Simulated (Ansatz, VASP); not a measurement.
One calculation of InSi2B3, two programs

```xyz
6
Lattice="3.4133 0.0000 0.0000 -1.7066 2.9560 0.0000 0.0000 0.0000 9.1744" Properties=species:S:1:pos:R:3 pbc="T T T"
In    0.0000    0.0000    4.5872
Si    0.0000    1.9706    7.4470
Si    1.7066    0.9853    1.7274
B     0.0000    0.0000    1.6223
B     0.0000    0.0000    7.5521
B     0.0000    0.0000    0.0000
```

Alike in both runs: functional PBE; k mesh 6 × 6 × 4; occupations gaussian, width 0.1 eV; no spin polarisation.

Ansatz relaxed the structure, and its values are those at the end. VASP's run is a single point on that final structure, the one shown.

|  | VASP | Ansatz |
| --- | --- | --- |
| version | VASP 6.6.1 | Ansatz 0.2.0 |
| potentials or method | VASP PAW PBE potentials, release 64 (In_d, Si, B), cutoff 520 eV | scalar-relativistic, plane waves, PAW |
| valence electrons in the cell | 30 | 30 |

|  | VASP | Ansatz | Ansatz less VASP |
| --- | --- | --- | --- |
| gap on the k mesh at the Fermi level (eV) | none | none | - |
| pressure (GPa) | -0.1 | 0.0 | +0.04 |

A gap of «none» marks a metal or a gap that the smearing closes. With one functional, cell and mesh, what is left measures potentials, basis and numerics.
